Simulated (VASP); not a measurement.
Set up this calculation in VASP 6.6.1, as the native input.

```yaml
Task: single point
Functional: PBE
Potentials_or_basis: VASP PAW PBE potentials, release 64 (B, As)
Cutoff: 520 eV
k_mesh: 16 × 16 × 16
Occupations: fermi-dirac, width 0.02 eV
Spin: no spin polarisation
Dipole_correction: no
Further_INCAR_settings: ALGO = Normal; EDIFF = 1e-07; NBANDS = 11
```

The structure of BAs lies in POSCAR:

```
BAs
1.0
    0.0000000000      2.3562190158      2.3562190158
    2.3562190158      0.0000000000      2.3562190158
    2.3562190158      2.3562190158      0.0000000000
B As
1 1
Direct
    0.0000000000      0.0000000000      0.0000000000
    0.2500000000      0.2500000000      0.2500000000
```

This cell differs from its parent crystal: volume scaled by 0.96, then relaxed in part.

One way to write it, as run:

INCAR

```
PREC = Accurate ; ENCUT = 520
EDIFF = 1E-7 ; ISMEAR = -1
SIGMA = 0.02 ; LREAL = F
LASPH = T ; NELM = 80
ALGO = Normal ; ISIF = 2
LWAVE = F ; LCHARG = T
GGA = PE ; LELF = T
LVHAR = T ; NBANDS = 11
```

KPOINTS

```
regular mesh
0
Gamma
  16 16 16
```

Potentials or basis: VASP PAW PBE potentials, release 64 (B, As).

The run is started by

```bash
$ cat potpaw_PBE.64/B/POTCAR potpaw_PBE.64/As/POTCAR > POTCAR
$ mpirun -np 1 vasp_std > vasp.out
```

Results of the run:

- Pressure: 9.9 GPa
- Band gap on the k mesh: 1.15 eV, indirect (least direct gap 3.33 eV)

Run time: 90 s on 1 thread of Intel(R) Xeon(R) Platinum 8259CL CPU @ 2.50GHz (Skylake/Cascade Lake), on a shared host, peak memory 0.18 GiB.
